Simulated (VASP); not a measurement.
# CsBr (P4/mmm) in VASP: a series of runs

Aim: see how the results for CsBr move with the level of theory and the settings. Levels: HSE06, PBE. Tasks: single point.

Program: VASP 6.6.1. These are calculated values, not measurements. Logs are shortened: lines on timing, memory, paths and dates and some standing lists are left out, and cuts for length are marked.

## 1. The cell of the first run

It takes space group P4/mmm (No. 123, tetragonal). Conventional cell: a = 4.319 Å, b = 4.319 Å, c = 4.263 Å, α = 90.00°, β = 90.00°, γ = 90.00°. Cs (site symmetry 4/mmm) has 8 Br at 3.72 Å and 6 Cs at 4.26 to 4.32 Å within 4.9 Å. Br (site symmetry 4/mmm) has 8 Cs at 3.72 Å and 6 Br at 4.26 to 4.32 Å within 4.9 Å.

## 2. Single point, HSE06 (uniaxial x strain -1.3%)

POSCAR

```
CsBr
1.0
    4.2627942446      0.0000000000      0.0000000000
    0.0000000000      4.3193780977      0.0000000000
    0.0000000000      0.0000000000      4.3193780977
Cs Br
1 1
Direct
    0.0000000000      0.0000000000      0.0000000000
    0.5000000000      0.5000000000      0.5000000000
```

INCAR.step1

```
SYSTEM = CsBr
ALGO     = Normal         ! electronic algorithm
EDIFF    = 1E-5           ! SCF threshold, eV
ENCUT    = 520            ! plane-wave cutoff, eV
GGA      = PE             ! functional
ISIF     = 2              ! what is computed and relaxed
ISMEAR   = 0              ! smearing method
LASPH    = .TRUE.         ! aspherical terms in the spheres
LCHARG   = .FALSE.        ! write CHGCAR
LREAL    = .FALSE.        ! projectors in reciprocal space
LWAVE    = .TRUE.         ! write WAVECAR
NBANDS   = 15             ! bands
NELM     = 100            ! most SCF steps
PREC     = Accurate       ! precision mode
SIGMA    = 0.01           ! smearing width, eV
```

INCAR.step2

```
SYSTEM = CsBr
ALGO     = Normal         ! electronic algorithm
EDIFF    = 1E-7           ! SCF threshold, eV
ENCUT    = 520            ! plane-wave cutoff, eV
GGA      = PE             ! functional
HFSCREEN = 0.2079         ! screening, 1/A
ISIF     = 2              ! what is computed and relaxed
ISMEAR   = 0              ! smearing method
ISTART   = 1            
LASPH    = .TRUE.         ! aspherical terms in the spheres
LCHARG   = .FALSE.        ! write CHGCAR
LHFCALC  = .TRUE.         ! exact exchange
LREAL    = .FALSE.        ! projectors in reciprocal space
LWAVE    = .FALSE.        ! write WAVECAR
NBANDS   = 15             ! bands
NELM     = 100            ! most SCF steps
PREC     = Accurate       ! precision mode
PRECFOCK = Normal       
SIGMA    = 0.01           ! smearing width, eV
```

KPOINTS

```
k-points
0
G
  4 4 4
  0 0 0
```

Potentials or basis: VASP PAW PBE potentials, release 64 (Cs_sv, Br).

Command:

```console
> cat potpaw_PBE.64/Cs_sv/POTCAR potpaw_PBE.64/Br/POTCAR > POTCAR
> cp INCAR.step1 INCAR
> mpirun -np 1 vasp_std > vasp.out
> cp INCAR.step2 INCAR
> mpirun -np 1 vasp_std > vasp.out
```

OUTCAR:

```text
SYSTEM = CsBr
   EDIFF = 1E-7
   ENCUT = 520
   GGA = PE
   HFSCREEN = 0.2079
   ISIF = 2
   ISMEAR = 0
   ISTART = 1
   LASPH = .TRUE.
   LHFCALC = .TRUE.
   LREAL = .FALSE.
   NELM = 100
   PREC = Accurate
   PRECFOCK = Normal

 ion  position               nearest neighbor table
   1  0.000  0.000  0.000-
   2  0.500  0.500  0.500-

  LATTYP: Found a simple tetragonal cell.
 ALAT       =     4.3193780977
 C/A-ratio  =     0.9869000000

  Lattice vectors:

 A1 = (   0.0000000000,   4.3193780977,   0.0000000000)
 A2 = (   0.0000000000,   0.0000000000,   4.3193780977)
 A3 = (   4.2627942446,   0.0000000000,   0.0000000000)

Analysis of symmetry for initial positions (statically):
=====================================================================
 Subroutine PRICEL returns:
 Original cell was already a primitive cell.

 Routine SETGRP: Setting up the symmetry group for a
 simple tetragonal supercell.

 Subroutine GETGRP returns: Found 16 space group operations
 (whereof 16 operations were pure point group operations)
 out of a pool of 16 trial point group operations.

The static configuration has the point symmetry D_4h.

Analysis of symmetry for dynamics (positions and initial velocities):
=====================================================================
 Subroutine PRICEL returns:
 Original cell was already a primitive cell.

 Routine SETGRP: Setting up the symmetry group for a
 simple tetragonal supercell.

 Subroutine GETGRP returns: Found 16 space group operations
 (whereof 16 operations were pure point group operations)
 out of a pool of 16 trial point group operations.

The dynamic configuration has the point symmetry D_4h.

 Subroutine INISYM returns: Found 16 space group operations
 (whereof 16 operations are pure point group operations),
 and found     1 'primitive' translations

----------------------------------------------------------------------------------------

                                     Primitive cell

  volume of cell :      79.5311

  direct lattice vectors                    reciprocal lattice vectors
     4.262794245  0.000000000  0.000000000     0.234587912  0.000000000  0.000000000
     0.000000000  4.319378098  0.000000000     0.000000000  0.231514810  0.000000000
     0.000000000  0.000000000  4.319378098     0.000000000  0.000000000  0.231514810

  length of vectors
     4.262794245  4.319378098  4.319378098     0.234587912  0.231514810  0.231514810

  position of ions in fractional coordinates (direct lattice)
     0.000000000  0.000000000  0.000000000
     0.500000000  0.500000000  0.500000000

  ion indices of the primitive-cell ions
   primitive index   ion index
                 1           1
                 2           2

----------------------------------------------------------------------------------------

 KPOINTS: k-points

Automatic generation of k-mesh.
 Grid dimensions read from file:
 generate k-points for:    4    4    4

 Generating k-lattice:

  Cartesian coordinates                     Fractional coordinates (reciprocal lattice)
     0.058646978  0.000000000  0.000000000     0.250000000  0.000000000  0.000000000
     0.000000000  0.057878703  0.000000000     0.000000000  0.250000000  0.000000000
     0.000000000  0.000000000  0.057878703     0.000000000  0.000000000  0.250000000

  Length of vectors
     0.058646978  0.057878703  0.057878703

  Shift w.r.t. Gamma in fractional coordinates (k-lattice)
     0.000000000  0.000000000  0.000000000

 Subroutine IBZKPT returns following result:
 ===========================================

 Found     18 irreducible k-points:

 Following reciprocal coordinates:
            Coordinates               Weight
  0.000000  0.000000  0.000000      1.000000
  0.250000  0.000000  0.000000      2.000000
  0.500000  0.000000  0.000000      1.000000
  0.000000  0.250000  0.000000      4.000000
  0.250000  0.250000  0.000000      8.000000
  0.500000  0.250000  0.000000      4.000000
[... 10 lines left out ...]
  0.250000  0.500000  0.500000      2.000000
  0.500000  0.500000  0.500000      1.000000
   k-points           NKPTS =     18   k-points in BZ     NKDIM =     64   number of bands    NBANDS=     15
   number of dos      NEDOS =    301   number of ions     NIONS =      2
   total plane-waves  NPLWV =  32768
   dimension x,y,z NGX =    32 NGY =   32 NGZ =   32
   dimension x,y,z NGXF=    64 NGYF=   64 NGZF=   64
   ions per type =               1   1
   NGX,Y,Z   is equivalent  to a cutoff of  12.48, 12.32, 12.32 a.u.
   NGXF,Y,Z  is equivalent  to a cutoff of  24.96, 24.63, 24.63 a.u.
 SYSTEM =  CsBr
   PREC   = accura    normal or accurate (medium, high low for compatibility)
   ISTART =      1    job   : 0-new  1-cont  2-samecut
   ICHARG =      0    charge: 1-file 2-atom 10-const
   ISPIN  =      1    spin polarized calculation?
   LNONCOLLINEAR =      F non collinear calculations
   LSORBIT =      F    spin-orbit coupling
   LASPH  =      T    aspherical Exc in radial PAW
   ENCUT  =  520.0 eV  38.22 Ry    6.18 a.u.   7.93  8.03  8.03*2*pi/ulx,y,z
   NELM   =    100;   NELMIN=  2; NELMDL=  0     # of ELM steps
   EDIFF  = 0.1E-06   stopping-criterion for ELM
   LREAL  =      F    real-space projection
   EDIFFG = 0.1E-05   stopping-criterion for IOM
   NSW    =      0    number of steps for IOM
   IBRION =     -1    ionic relax: 0-MD 1-quasi-New 2-CG
   NFREE  =      0    steps in history (QN), initial steepest desc. (CG)
   ISIF   =      2    stress and relaxation
   ISYM   =      3    0-nonsym 1-usesym 2-fastsym
   POTIM  = 0.5000    time-step for ionic-motion
   TEBEG  =    0.0;   TEEND  =   0.0 temperature during run
   PSTRESS=    0.0 pullay stress
   NELECT =      16.0000    total number of electrons
   NUPDOWN=      -1.0000    fix difference up-down
   EMIN   =  10.00;   EMAX   =-10.00  energy-range for DOS
   EFERMI =   0.00;   METHOD = LEGACY
   ISMEAR =     0;   SIGMA  =   0.01  broadening in eV -4-tet -1-fermi 0-gaus
   EFERMI_NEDOS =   21; number of points for ismear=-14 and -15
   IALGO  =     38    algorithm
   IMIX   =      1    mixing-type and parameters
     AMIX     =   0.40;   BMIX     =  1.00
     AMIX_MAG =   1.60;   BMIX_MAG =  1.00
  volume/ion in A,a.u.               =      39.77       268.35
  Fermi-wavevector in a.u.,A,eV,Ry     =   0.959259  1.812737 12.519780  0.920178
  Thomas-Fermi vector in A             =   2.088439
   LORBIT       =      0    0 simple, 1 ext, 2 COOP (PROOUT), +10 PAW based schemes
   GGA     = PE    functional components
   LHFCALC =     T    Hartree Fock is set to
   PRECFOCK=normal    Normal, Fast or Accurate (Low or Medium for compatibility)
   ENCUT4O =  -1.0   cutoff for four orbital integrals eV
   NKREDX  =     1    reduce k-point grid by
   NKREDY  =     1    reduce k-point grid by
   NKREDZ  =     1    reduce k-point grid by
   AEXX    =    0.2500 exact exchange contribution
   HFSCREEN=    0.2079 screening length (either q_TF or 0.3 A-1)
   HFSCREENC=   0.2079 screening length for correlation (either q_TF or 0.3 A-1)
   ENCUTFOCK=  -1.0 apply spherical cutoff to Coloumb kernel
   IVDW    =     0    specifies the selected vdW correction
   LEPSILON=     F    determine dielectric tensor
   LRPA    =     F    only Hartree local field effects (RPA)
 non-spin polarized calculation
 Gauss-broadening in eV      SIGMA  =   0.01
  energy-cutoff  :      520.00
  volume of cell :       79.53
 maximum number of plane-waves:      2176
 NGX is ok and might be reduce to    32
  NGX = 24; NGY = 28; NGZ = 28

 number of electron      16.0000000 magnetization

 Free energy of the ion-electron system (eV)
  ---------------------------------------------------
  ext. energy  EPLUGINS =         0.00000000
  ---------------------------------------------------
  free energy    TOTEN  =        -6.99410767 eV

  energy without entropy =       -6.99410767  energy(sigma->0) =       -6.99410767

 E-fermi :  -1.0736     XC(G=0):  -6.7151

 val. band max:       -1.1564211431   @ k =   0.0000   0.5000   0.5000
 cond. band min:       4.4596434900   @ k =   0.0000   0.0000   0.0000
 fundamental gap:      5.6160646331
 Fermi energy:        -1.0736003819

 k-point     1 :       0.0000    0.0000    0.0000
  band No.  band energies     occupation
      1     -22.3081      2.00000
      2     -14.5847      2.00000
      3      -7.8976      2.00000
      4      -7.8976      2.00000
      5      -7.8679      2.00000
      6      -1.2083      2.00000
      7      -1.2083      2.00000
      8      -1.1580      2.00000
      9       4.4596      0.00000
     10       4.8617      0.00000
     11       4.8974      0.00000
     12       9.2357      0.00000
     13       9.3524      0.00000
     14       9.3524      0.00000
     15      12.1858      0.00000

 k-point     2 :       0.2500    0.0000    0.0000
  band No.  band energies     occupation
      1     -22.2768      2.00000
      2     -14.5877      2.00000
      3      -8.0952      2.00000
      4      -7.8377      2.00000
      5      -7.8377      2.00000
      6      -1.9456      2.00000
      7      -1.3094      2.00000
      8      -1.3094      2.00000
      9       5.2845      0.00000
     10       5.7930      0.00000
     11       6.2325      0.00000
     12       9.0298      0.00000
     13       9.0298      0.00000
     14       9.5744      0.00000
     15       9.9543      0.00000
[... 257 lines left out ...]
      3      -8.3882      2.00000
      4      -8.3882      2.00000
      5      -8.0253      2.00000
      6      -2.1012      2.00000
      7      -2.1012      2.00000
      8      -1.8602      2.00000
      9       6.7387      0.00000
     10       6.9994      0.00000
     11       7.6704      0.00000
     12       7.6704      0.00000
     13      10.3717      0.00000
     14      10.3717      0.00000
     15      11.5039      0.00000

 k-point    18 :       0.5000    0.5000    0.5000
  band No.  band energies     occupation
      1     -22.1548      2.00000
      2     -14.3858      2.00000
      3      -8.3265      2.00000
      4      -8.2771      2.00000
      5      -8.2771      2.00000
      6      -2.4232      2.00000
      7      -2.4044      2.00000
      8      -2.4044      2.00000
      9       8.4038      0.00000
     10       8.4038      0.00000
     11       8.5321      0.00000
     12       9.1549      0.00000
     13       9.1549      0.00000
     14       9.2516      0.00000
     15      11.6257      0.00000

------------------------ aborting loop because EDIFF is reached ----------------------------------------

  FORCE on cell =-STRESS in cart. coord.  units (eV):
  Direction    XX          YY          ZZ          XY          YZ          ZX
  --------------------------------------------------------------------------------------
  -------------------------------------------------------------------------------------
  Total        0.3988966      0.2432332      0.2432332     -0.0000000      0.0000000     -0.0000000
  in kB        8.0358930      4.9000061      4.9000061     -0.0000000      0.0000000     -0.0000000
  external PRESSURE =       5.9453017 kB  Pullay stress =       0.0000000 kB

 VOLUME and BASIS-vectors are now :
 -----------------------------------------------------------------------------
  energy-cutoff  :      520.00
  volume of cell :       79.53
      direct lattice vectors                 reciprocal lattice vectors
     4.262794245  0.000000000  0.000000000     0.234587912  0.000000000  0.000000000
     0.000000000  4.319378098  0.000000000     0.000000000  0.231514810  0.000000000
     0.000000000  0.000000000  4.319378098     0.000000000  0.000000000  0.231514810

 POSITION                                       TOTAL-FORCE (eV/Angst)
 -----------------------------------------------------------------------------------
      0.00000      0.00000      0.00000         0.000000      0.000000      0.000000
      2.13140      2.15969      2.15969         0.000000      0.000000      0.000000
 -----------------------------------------------------------------------------------
    total drift:                                0.000000     -0.000000     -0.000000

  FREE ENERGIE OF THE ION-ELECTRON SYSTEM (eV)
  ---------------------------------------------------
  free  energy   TOTEN  =        -6.9941076719 eV

  energy  without entropy=       -6.9941076719  energy(sigma->0) =       -6.99410767
```

It took 20 min on 1 thread of Intel Xeon Platinum 8259CL at 2.50GHz (Skylake/Cascade Lake), shared host; peak memory 0.31 GiB.

Results:

- Free energy: -6.9941 eV
- Pressure: 0.6 GPa
- Band gap on the k mesh: 5.62 eV, indirect (the least direct gap lies 1.6 meV higher)

Stress tensor (GPa, compression positive):
```
0.80 0.00 0.00
0.00 0.49 0.00
0.00 0.00 0.49
```

Caveat: the cell differs from its parent crystal (uniaxial x strain -1.3%); the PAW data sets were made with another functional, which shifts forces and pressure a little; spin-orbit coupling is left out, which moves the levels of the heavy elements.

(Continued in part 2 of 2.)
